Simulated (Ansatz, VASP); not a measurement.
## Two plane-wave programs on IrC3

```
Ir C
1.0
    -1.75637    1.75637    2.83446
     1.75637   -1.75637    2.83446
     1.75637    1.75637   -2.83446
Ir C
1 3
Cartesian
  0.0000 0.0000 0.0000
  0.0000 0.0000 2.8345
  1.7564 0.0000 1.4172
  0.0000 1.7564 1.4172
```

Alike in both runs: functional PBE; k mesh 20 × 20 × 20; occupations gaussian, width 0.1 eV; no spin polarisation.

Ansatz relaxed the structure, and its values are those at the end. VASP's run is a single point on that final structure, the one shown.

|  | VASP | Ansatz |
| --- | --- | --- |
| version | VASP 6.6.1 | Ansatz 0.2.0 |
| potentials or method | VASP PAW PBE potentials, release 64 (Ir, C), cutoff 520 eV | scalar-relativistic, plane waves, PAW |
| valence electrons in the cell | 21 | 29 |

```tsv
	VASP	Ansatz	Ansatz less VASP
gap on the k mesh at the Fermi level (eV)	none	none	-
pressure (GPa)	1.1	0.0	-1.12
```

A gap of «none» marks a metal or a gap that the smearing closes. VASP's potentials hold 21 valence electrons a cell and Ansatz's 29, so a difference there can come from the potentials and not from the codes.

Neither program's run includes spin-orbit coupling.
